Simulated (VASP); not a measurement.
# TiSi2 (Fddd) in VASP: further runs

Runs on TiSi2. Level: PBEsol. Tasks: single point.

All numbers are computed with VASP 6.6.1; they aren't measurements. Logs are shortened: lines on timing, memory, paths and dates and some standing lists are left out, and cuts for length are marked.

## (1) The cell of the first run

It takes space group Fddd (No. 70, orthorhombic). Conventional cell: a = 4.558 Å, b = 7.785 Å, c = 8.210 Å, α = 90.00°, β = 90.00°, γ = 90.00°. Within 3.2 Å of Ti (site symmetry 222) lie 10 Si at 2.44 to 2.61 Å and 4 Ti at 3.05 Å. Within 3.2 Å of Si (site symmetry 2) lie 9 Si at 2.43 to 3.05 Å and 5 Ti at 2.44 to 2.61 Å.

## (2) Single point, PBEsol (12.14 Å³/atom)

Input file INCAR:

```
PREC     = Accurate       # precision mode
ENCUT    = 520            # plane-wave cutoff, eV
EDIFF    = 1E-6           # SCF threshold, eV
ISMEAR   = 0              # smearing method
SIGMA    = 0.1            # smearing width, eV
LREAL    = False          # projectors in reciprocal space
LASPH    = True           # aspherical terms in the spheres
NELM     = 60             # most SCF steps
ALGO     = Normal         # electronic algorithm
ISIF     = 2              # what is computed and relaxed
LWAVE    = False          # write WAVECAR
LCHARG   = False          # write CHGCAR
GGA      = PS             # functional
NBANDS   = 29             # bands
```

Input file KPOINTS:

```
regular mesh
0
Gamma
  10 10 10
```

Input file POSCAR:

```
TiSi2
1.0
    0.0000000000      3.8926681792      4.1048654739
    2.2787611892      0.0000000000      4.1048654739
    2.2787611892      3.8926681792      0.0000000000
Ti Si
2 4
Direct
    0.7500000000      0.7500000000      0.7500000000
    0.5000000000      0.5000000000      0.5000000000
    0.0856163226      0.4143836774      0.0856163226
    0.4143836774      0.0856163226      0.4143836774
    0.1643836774      0.8356163226      0.1643836774
    0.8356163226      0.1643836774      0.8356163226
```

Potentials or basis: VASP PAW PBE potentials, release 64 (Ti_sv, Si).

Started as:

```sh
cat potpaw_PBE.64/Ti_sv/POTCAR potpaw_PBE.64/Si/POTCAR > POTCAR
mpirun -np 1 vasp_std > vasp.out
```

OUTCAR:

```text
PREC = Accurate
   ENCUT = 520
   EDIFF = 1E-6
   ISMEAR = 0
   LREAL = False
   LASPH = True
   NELM = 60
   ISIF = 2
   GGA = PS

 ion  position               nearest neighbor table
   1  0.750  0.750  0.750-   6 2.44   5 2.44   6 2.44   5 2.44   3 2.61   4 2.61   4 2.61   4 2.61
                             3 2.61   3 2.61
   2  0.500  0.500  0.500-   3 2.44   4 2.44   3 2.44   4 2.44   5 2.61   6 2.61   5 2.61   5 2.61
                             6 2.61   6 2.61
   3  0.086  0.414  0.086-   5 2.43   5 2.43   2 2.44   2 2.44   4 2.56   1 2.61   1 2.61   1 2.61
                             4 2.64   4 2.64   6 3.05   6 3.05   6 3.05   6 3.05
   4  0.414  0.086  0.414-   6 2.43   6 2.43   2 2.44   2 2.44   3 2.56   1 2.61   1 2.61   1 2.61
                             3 2.64   3 2.64   5 3.05   5 3.05   5 3.05   5 3.05
   5  0.164  0.836  0.164-   3 2.43   3 2.43   1 2.44   1 2.44   6 2.56   2 2.61   2 2.61   2 2.61
                             6 2.64   6 2.64   4 3.05   4 3.05   4 3.05   4 3.05
   6  0.836  0.164  0.836-   4 2.43   4 2.43   1 2.44   1 2.44   5 2.56   2 2.61   2 2.61   2 2.61
                             5 2.64   5 2.64   3 3.05   3 3.05   3 3.05   3 3.05

  LATTYP: Found a face centered orthorhombic cell.
 ALAT       =     4.5575223784
 B/A-ratio  =     1.7082387561
 C/A-ratio  =     1.8013583404

  Lattice vectors:

 A1 = (   0.0000000000,   3.8926681792,   4.1048654739)
 A2 = (   2.2787611892,   0.0000000000,   4.1048654739)
 A3 = (   2.2787611892,   3.8926681792,   0.0000000000)

Analysis of symmetry for initial positions (statically):
=====================================================================
 Subroutine PRICEL returns:
 Original cell was already a primitive cell.

 Routine SETGRP: Setting up the symmetry group for a
 face centered orthorhombic supercell.

 Subroutine GETGRP returns: Found  8 space group operations
 (whereof  4 operations were pure point group operations)
 out of a pool of  8 trial point group operations.

The static configuration has the point symmetry D_2 .
 The point group associated with its full space group is D_2h.

Analysis of symmetry for dynamics (positions and initial velocities):
=====================================================================
 Subroutine PRICEL returns:
 Original cell was already a primitive cell.

 Routine SETGRP: Setting up the symmetry group for a
 face centered orthorhombic supercell.

 Subroutine GETGRP returns: Found  8 space group operations
 (whereof  4 operations were pure point group operations)
 out of a pool of  8 trial point group operations.

The dynamic configuration has the point symmetry D_2 .
[... 108 lines left out ...]
   EDIFF  = 0.1E-05   stopping-criterion for ELM
   LREAL  =      F    real-space projection
   EDIFFG = 0.1E-04   stopping-criterion for IOM
   NSW    =      0    number of steps for IOM
   IBRION =     -1    ionic relax: 0-MD 1-quasi-New 2-CG
   NFREE  =      0    steps in history (QN), initial steepest desc. (CG)
   ISIF   =      2    stress and relaxation
   ISYM   =      2    0-nonsym 1-usesym 2-fastsym
   POTIM  = 0.5000    time-step for ionic-motion
   TEBEG  =    0.0;   TEEND  =   0.0 temperature during run
   PSTRESS=    0.0 pullay stress
   NELECT =      40.0000    total number of electrons
   NUPDOWN=      -1.0000    fix difference up-down
   EMIN   =  10.00;   EMAX   =-10.00  energy-range for DOS
   EFERMI =   0.00;   METHOD = LEGACY
   ISMEAR =     0;   SIGMA  =   0.10  broadening in eV -4-tet -1-fermi 0-gaus
   EFERMI_NEDOS =   21; number of points for ismear=-14 and -15
   IALGO  =     38    algorithm
   IMIX   =      4    mixing-type and parameters
     AMIX     =   0.40;   BMIX     =  1.00
     AMIX_MAG =   1.60;   BMIX_MAG =  1.00
  volume/ion in A,a.u.               =      12.14        81.91
  Fermi-wavevector in a.u.,A,eV,Ry     =   1.340715  2.533584 24.456698  1.797517
  Thomas-Fermi vector in A             =   2.469006
   LORBIT       =      0    0 simple, 1 ext, 2 COOP (PROOUT), +10 PAW based schemes
   GGA     = PS    functional components
   LHFCALC =     F    Hartree Fock is set to
   AEXX    =    0.0000 exact exchange contribution
   IVDW    =     0    specifies the selected vdW correction
   LEPSILON=     F    determine dielectric tensor
   LRPA    =     F    only Hartree local field effects (RPA)
 non-spin polarized calculation
 Gauss-broadening in eV      SIGMA  =   0.10
  energy-cutoff  :      520.00
  volume of cell :       72.82
 maximum number of plane-waves:      1989
   NGX = 21   NGY = 17   NGZ = 17

 number of electron      40.0000001 magnetization

 Free energy of the ion-electron system (eV)
  ---------------------------------------------------
  ext. energy  EPLUGINS =         0.00000000
  ---------------------------------------------------
  free energy    TOTEN  =       -42.97284143 eV

  energy without entropy =      -42.96292287  energy(sigma->0) =      -42.96788215

 E-fermi :  11.8953     XC(G=0): -12.4679

 val. band max:       11.8761269980   @ k =  -0.3000   0.3000   0.1000
 cond. band min:      11.9118845824   @ k =  -0.3000   0.4000   0.3000
 fundamental gap:      0.0357575845
 Fermi energy:        11.8952513836

 k-point     1 :       0.0000    0.0000    0.0000
  band No.  band energies     occupation
      1     -43.6377      2.00000
      2     -43.5817      2.00000
      3     -20.2576      2.00000
      4     -20.1854      2.00000
      5     -20.0932      2.00000
      6     -20.0701      2.00000
[... 757 lines left out ...]
     28      16.6112      0.00000
     29      16.7501      0.00000

 [... further k-points ...]
[... 5 lines left out ...]
  --------------------------------------------------------------------------------------
  -------------------------------------------------------------------------------------
  Total       11.5960451     11.5747357     11.6164777      0.0000000      0.0000000      0.0000000
  in kB      255.1204991    254.6516774    255.5700278      0.0000000      0.0000000      0.0000000
  external PRESSURE =     255.1140681 kB  Pullay stress =       0.0000000 kB

 VOLUME and BASIS-vectors are now :
 -----------------------------------------------------------------------------
  energy-cutoff  :      520.00
  volume of cell :       72.82
      direct lattice vectors                 reciprocal lattice vectors
     0.000000000  3.892668179  4.104865474    -0.219417463  0.128446602  0.121806671
     2.278761189  0.000000000  4.104865474     0.219417463 -0.128446602  0.121806671
     2.278761189  3.892668179  0.000000000     0.219417463  0.128446602 -0.121806671

 POSITION                                       TOTAL-FORCE (eV/Angst)
 -----------------------------------------------------------------------------------
      3.41814      5.83900      6.15730         0.000000      0.000000     -0.000000
      2.27876      3.89267      4.10487         0.000000      0.000000      0.000000
      1.13938      0.66655      2.05243        -0.000000     -0.004035      0.000000
      1.13938      3.22612      2.05243        -0.000000      0.004035      0.000000
      2.27876      1.27978      4.10487         0.000000      0.004035      0.000000
      2.27876      6.50555      4.10487         0.000000     -0.004035      0.000000
 -----------------------------------------------------------------------------------
    total drift:                               -0.000000     -0.000000      0.000000

  FREE ENERGIE OF THE ION-ELECTRON SYSTEM (eV)
  ---------------------------------------------------
  free  energy   TOTEN  =       -42.9728414291 eV

  energy  without entropy=      -42.9629228682  energy(sigma->0) =      -42.96788215
```

OSZICAR:

```text
N       E                     dE             d eps       ncg     rms          rms(c)
DAV:   1     0.401443827058E+03    0.40144E+03   -0.18854E+04  9918   0.151E+03
DAV:   2     0.762648317736E+00   -0.40068E+03   -0.38923E+03  9973   0.445E+02
DAV:   3    -0.429295840519E+02   -0.43692E+02   -0.42760E+02 16873   0.123E+02
DAV:   4    -0.459536276991E+02   -0.30240E+01   -0.30072E+01 13778   0.295E+01
DAV:   5    -0.461097399482E+02   -0.15611E+00   -0.15607E+00 15129   0.590E+00    0.236E+01
DAV:   6    -0.433378007287E+02    0.27719E+01   -0.23511E+01 13820   0.392E+01    0.782E+00
DAV:   7    -0.430329348226E+02    0.30487E+00   -0.36270E+00 13190   0.155E+01    0.669E+00
DAV:   8    -0.429743966025E+02    0.58538E-01   -0.48224E-01 14568   0.573E+00    0.108E+00
DAV:   9    -0.429716980549E+02    0.26985E-02   -0.77529E-02 13096   0.237E+00    0.585E-01
DAV:  10    -0.429728508400E+02   -0.11528E-02   -0.39437E-03 13567   0.466E-01    0.215E-01
DAV:  11    -0.429728751015E+02   -0.24262E-04   -0.20066E-03 15350   0.354E-01    0.133E-01
DAV:  12    -0.429728458018E+02    0.29300E-04   -0.52101E-04 13230   0.201E-01    0.259E-02
DAV:  13    -0.429728422447E+02    0.35571E-05   -0.31682E-05 13037   0.558E-02    0.139E-02
DAV:  14    -0.429728414291E+02    0.81562E-06   -0.26797E-06 11419   0.140E-02
   1 F= -.42972841E+02 E0= -.42967882E+02  d E =-.991856E-02
```

It took 3.9 min on 1 thread of Intel Xeon 6975P-C (Granite Rapids), shared host; peak memory 0.42 GiB.

Results:

```
Free energy            : -42.9728 eV
Pressure               : 25.5 GPa
Largest force          : 0.004 eV/Å
Band gap on the k mesh : zero (bands 20 and 21 overlap by 2.15 eV)
```

Forces in eV/Å, atoms in the order of the input:
```
Ti   0.000  0.000  0.000
Ti   0.000  0.000  0.000
Si   0.000 -0.004  0.000
Si   0.000  0.004  0.000
Si   0.000  0.004  0.000
Si   0.000 -0.004  0.000
```

Levels at points of the mesh, in eV from the Fermi level:
```csv
k point,band 17,band 18,band 19,band 20,band 21,band 22,band 23,band 24
"(0.00, 0.00, 0.00)",-2.58,-1.94,-1.74,-1.37,-1.08,2.40,3.66,3.89
"(0.50, 0.00, 0.00)",-2.22,-1.22,-0.11,0.15,1.23,1.63,2.00,2.68
"(0.50, 0.50, 0.00)",-1.54,-1.54,-1.16,-1.16,0.76,0.76,3.79,3.79
"(0.50, 0.00, 0.50)",-2.47,-2.47,-0.94,-0.94,1.51,1.51,4.05,4.05
"(0.00, 0.50, 0.50)",-1.26,-1.26,-0.66,-0.66,0.92,0.92,2.79,2.79
```

Caveat: the cell stands under pressure; the PAW data sets were made with another functional, which shifts forces and pressure a little.

## (3) Single point, PBEsol (12.55 Å³/atom)

This run uses another cell than the first one, of 12.55 Å³/atom.

Input file INCAR:

```
PREC     = Accurate       # precision mode
ENCUT    = 520            # plane-wave cutoff, eV
EDIFF    = 1E-7           # SCF threshold, eV
ISMEAR   = 0              # smearing method
SIGMA    = 0.1            # smearing width, eV
LREAL    = False          # projectors in reciprocal space
LASPH    = True           # aspherical terms in the spheres
NELM     = 100            # most SCF steps
ALGO     = Normal         # electronic algorithm
ISIF     = 2              # what is computed and relaxed
LWAVE    = False          # write WAVECAR
LCHARG   = True           # write CHGCAR
GGA      = PS             # functional
LELF     = True           # ELF
LVHAR    = True         
NBANDS   = 29             # bands
```

KPOINTS is that of step 2.

Input file POSCAR:

```
TiSi2
1.0
    0.0000000000      3.9431099598      4.1429852603
    2.3048972603      0.0000000000      4.1429852603
    2.3048972603      3.9431099598      0.0000000000
Ti Si
2 4
Direct
    0.7500000000      0.7500000000      0.7500000000
    0.5000000000      0.5000000000      0.5000000000
    0.0857600823      0.4142399177      0.0857600823
    0.4142399177      0.0857600823      0.4142399177
    0.1642399177      0.8357600823      0.1642399177
    0.8357600823      0.1642399177      0.8357600823
```

Potentials or basis: VASP PAW PBE potentials, release 64 (Ti_sv, Si).

Started as:

```sh
cat potpaw_PBE.64/Ti_sv/POTCAR potpaw_PBE.64/Si/POTCAR > POTCAR
mpirun -np 1 vasp_std > vasp.out
```

OUTCAR:

```text
PREC = Accurate
   ENCUT = 520
   EDIFF = 1E-7
   ISMEAR = 0
   LREAL = False
   LASPH = True
   NELM = 100
   ISIF = 2
   GGA = PS

 ion  position               nearest neighbor table
   1  0.750  0.750  0.750-   6 2.47   5 2.47   6 2.47   5 2.47   4 2.64   4 2.64   3 2.64   3 2.64
                             3 2.65   4 2.65
   2  0.500  0.500  0.500-   3 2.47   4 2.47   3 2.47   4 2.47   5 2.64   5 2.64   6 2.64   6 2.64
                             5 2.65   6 2.65
   3  0.086  0.414  0.086-   5 2.45   5 2.45   2 2.47   2 2.47   4 2.59   1 2.64   1 2.64   1 2.65
                             4 2.67   4 2.67   6 3.08   6 3.08   6 3.08   6 3.08
[... 986 lines left out ...]
  Total        8.2584474      8.2334651      8.2742150      0.0000000      0.0000000      0.0000000
  in kB      175.7013694    175.1698628    176.0368309      0.0000000      0.0000000      0.0000000
  external PRESSURE =     175.6360211 kB  Pullay stress =       0.0000000 kB

 VOLUME and BASIS-vectors are now :
 -----------------------------------------------------------------------------
  energy-cutoff  :      520.00
  volume of cell :       75.31
      direct lattice vectors                 reciprocal lattice vectors
     0.000000000  3.943109960  4.142985260    -0.216929409  0.126803464  0.120685923
     2.304897260  0.000000000  4.142985260     0.216929409 -0.126803464  0.120685923
     2.304897260  3.943109960  0.000000000     0.216929409  0.126803464 -0.120685923

 POSITION                                       TOTAL-FORCE (eV/Angst)
 -----------------------------------------------------------------------------------
      3.45735      5.91466      6.21448         0.000000      0.000000     -0.000000
      2.30490      3.94311      4.14299         0.000000      0.000000      0.000000
      1.15245      0.67632      2.07149         0.000000     -0.003073      0.000000
      1.15245      3.26679      2.07149         0.000000      0.003073      0.000000
      2.30490      1.29523      4.14299        -0.000000      0.003073     -0.000000
      2.30490      6.59099      4.14299        -0.000000     -0.003073     -0.000000
 -----------------------------------------------------------------------------------
    total drift:                               -0.000000     -0.000000     -0.000000

  FREE ENERGIE OF THE ION-ELECTRON SYSTEM (eV)
  ---------------------------------------------------
  free  energy   TOTEN  =       -43.3052700941 eV

  energy  without entropy=      -43.2951002359  energy(sigma->0) =      -43.30018517
```

stdout:

```text
POSCAR found type information on POSCAR TiSi
 POSCAR found :  2 types and       6 ions
 scaLAPACK will be used
 -----------------------------------------------------------------------------
|                                                                             |
|                                                                             |
|     You enforced a specific xc type in the INCAR file but a different       |
|     I HOPE YOU KNOW WHAT YOU ARE DOING!                                     |
|                                                                             |
 -----------------------------------------------------------------------------

 LDA part: xc-table for (Slater+PW92), standard interpolation
 POSCAR, INCAR and KPOINTS ok, starting setup
 FFT: planning ... GRIDC
 FFT: planning ... GRID_SOFT
 FFT: planning ... GRID
 WAVECAR not read
 entering main loop
```

Wall time 4.1 min (1 thread of Intel Xeon 6975P-C (Granite Rapids), shared host); peak memory 0.45 GiB.

What came out:

- Free energy: -43.3053 eV
- Pressure: 17.6 GPa
- Largest force: 0.003 eV/Å
- Band gap on the k mesh: zero (bands 20 and 21 overlap by 2.08 eV)

Forces in eV/Å, atoms in the order of the input:
```
Ti   0.000  0.000  0.000
Ti   0.000  0.000  0.000
Si   0.000 -0.003  0.000
Si   0.000  0.003  0.000
Si   0.000  0.003  0.000
Si   0.000 -0.003  0.000
```

Levels at points of the mesh, in eV from the Fermi level:
```
           k point  band 18  band 19  band 20  band 21  band 22  band 23
(0.00, 0.00, 0.00)    -1.97    -1.75    -1.38    -1.04     2.32     3.55
(0.50, 0.00, 0.00)    -1.18    -0.09     0.15     1.18     1.57     1.93
(0.50, 0.50, 0.00)    -1.55    -1.13    -1.13     0.76     0.76     3.67
(0.50, 0.00, 0.50)    -2.45    -0.92    -0.92     1.46     1.46     3.87
(0.00, 0.50, 0.50)    -1.23    -0.65    -0.65     0.91     0.91     2.67
```

Caveat: the cell stands under pressure; the PAW data sets were made with another functional, which shifts forces and pressure a little.

The gap in the log of VASP goes by the Fermi energy; the results here count the filled bands.